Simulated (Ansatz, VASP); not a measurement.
**C: VASP beside Ansatz**

```
C
1.0
     2.44460    0.00000    0.00000
    -1.22230    2.11709    0.00000
     0.00000    0.00000   24.10784
C
4
Direct
  0.00945 0.01889 0.56878
  0.99055 0.98111 0.43122
  0.34278 0.68556 0.43120
  0.65722 0.31444 0.56880
```

Change from the starting cell: mode 4 frozen in at -0.000 Å and mode 10 at +0.040 Å (largest displacements).

Alike in both runs: task single point; functional LDA; k mesh 18 × 18 × 2; occupations gaussian, width 0.15 eV; no spin polarisation.

|  | VASP | Ansatz |
| --- | --- | --- |
| version | VASP 6.6.1 | Ansatz 0.2.0 |
| potentials or method | VASP PAW LDA potentials, release 64 (C), cutoff 520 eV | scalar-relativistic, plane waves, PAW |
| valence electrons in the cell | 16 | 16 |

```csv
,VASP,Ansatz,Ansatz less VASP
gap on the k mesh at the Fermi level (eV),0.67,0.67,+0.002
least direct gap on the mesh (eV),0.67,0.67,+0.002
rms of the force components (eV/Å),2.347,2.350,+0.0025
```

Ansatz warns that its potentials were made for another functional, while VASP's fit it. LDA's correlation is that of Perdew and Zunger in VASP and of Perdew and Wang (1992) in Ansatz. Atom by atom the forces differ by 0.003 eV/Å (rms over components). Ansatz's warnings: xc potential rough in thin density.
